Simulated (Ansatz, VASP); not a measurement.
SnO in VASP and in Ansatz

```
CELL_PARAMETERS angstrom
3.80689 0.00000 0.00000
0.00000 4.93478 0.00000
0.00000 0.00000 3.80861
ATOMIC_POSITIONS crystal
Sn 0.00000 0.23250 0.37510
Sn 0.50000 0.76750 0.87510
O 0.00000 0.00009 0.87490
O 0.50000 0.99991 0.37490
```

Alike in both runs: functional r2SCAN; k mesh 8 × 4 × 6; occupations gaussian, width 0.02 eV; no spin polarisation.

Ansatz relaxed the structure, and its values are those at the end. VASP's run is a single point on that final structure, the one shown.

|  | VASP | Ansatz |
| --- | --- | --- |
| version | VASP 6.6.1 | Ansatz 0.2.0 |
| potentials or method | VASP PAW PBE potentials, release 64 (Sn_d, O), cutoff 520 eV | scalar-relativistic, plane waves, PAW |
| valence electrons in the cell | 40 | 40 |

```tsv
	VASP	Ansatz	Ansatz less VASP
gap on the k mesh at the Fermi level (eV)	0.37	0.36	-0.007
least direct gap on the mesh (eV)	2.34	2.38	+0.034
pressure (GPa)	0.6	0.0	-0.57
rms of the force components (eV/Å)	0.056	0.003	-0.0536
```

VASP's potentials were made for PBE, not for r2SCAN. With one functional, cell and mesh, what is left measures potentials, basis and numerics.
